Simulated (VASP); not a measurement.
A run of VASP 6.6.1 is set up as follows.

INCAR

```
PREC     = Accurate       # precision mode
ENCUT    = 520            # plane-wave cutoff, eV
EDIFF    = 1E-6           # SCF threshold, eV
ISMEAR   = 0              # smearing method
SIGMA    = 0.1            # smearing width, eV
LREAL    = F              # projectors in reciprocal space
LASPH    = T              # aspherical terms in the spheres
NELM     = 120            # most SCF steps
ALGO     = Normal         # electronic algorithm
ISIF     = 2              # what is computed and relaxed
LWAVE    = F              # write WAVECAR
LCHARG   = F              # write CHGCAR
LDIPOL   = T            
IDIPOL   = 3            
DIPOL    = 0.5 0.5 0.737
GGA      = PE             # functional
NBANDS   = 12             # bands
GGA_COMPAT= F            
NELMDL   = -8
```

File KPOINTS:

```
Automatic mesh
0
Gamma
  4 4 1
```

Contents of POSCAR:

```
H4C
1.0
    6.4672522316      0.0000000000      0.0000000000
   -3.2336261158      5.6008047253      0.0000000000
    0.0000000000      0.0000000000     27.4179408194
C H
1 4
Direct
    0.5400489673      0.7070663445      0.7371341761
    0.7195014671      0.8116919122      0.7215825222
    0.5355526785      0.7785517858      0.7730991036
    0.4106511871      0.7179685773      0.7130101706
    0.4946750253      0.5203109711      0.7407059063
```

Potentials or basis: VASP PAW PBE potentials, release 64 (C, H).

The run is started by

```bash
$ cat potpaw_PBE.64/C/POTCAR potpaw_PBE.64/H/POTCAR > POTCAR
$ mpirun -np 1 vasp_std > vasp.out
```

(1) Estimate the largest force.

(2) Predict the gap between the frontier levels.

## Answers

(1) 0.034 eV/Å.

(2) 8.28 eV.
